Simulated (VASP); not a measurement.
The system is BAs.

```
B As
1.0
     0.00000    2.39187    2.29619
     2.39187    0.00000    2.29619
     2.39187    2.39187    0.00000
B As
1 1
Direct
  0.00000 0.00000 0.00000
  0.25000 0.25000 0.25000
```

This cell differs from its parent crystal: uniaxial z strain -4.0%.

Base run:

| Quantity | Value |
| --- | --- |
| Program | VASP 6.6.1 |
| Functional | PBE |
| Potentials or basis | VASP PAW PBE potentials, release 64 (B, As) |
| Cutoff | 520 eV |
| k mesh | 10 × 10 × 10 |
| Occupations | fermi-dirac, width 0.02 eV |
| Spin | no spin polarisation |

Its results: band gap on the k mesh 0.52 eV, indirect (least direct gap 2.90 eV); pressure 9.1 GPa.

**Question.** The run is repeated on the same cell with these changes: potentials or basis from VASP PAW PBE potentials, release 64 (B, As) to VASP PAW PBE potentials, release 64 (B, As_d); cutoff from 520 eV to 600 eV; further incar settings from ALGO = Normal; EDIFF = 1e-06; NBANDS = 11 to ALGO = Normal; EDIFF = 1e-06; NBANDS = 16; valence electrons from 8 to 18. What comes out?

**Answer.** Band gap on the k mesh 0.53 eV, indirect (least direct gap 2.91 eV); pressure 8.1 GPa.

A k mesh can miss the band edges.
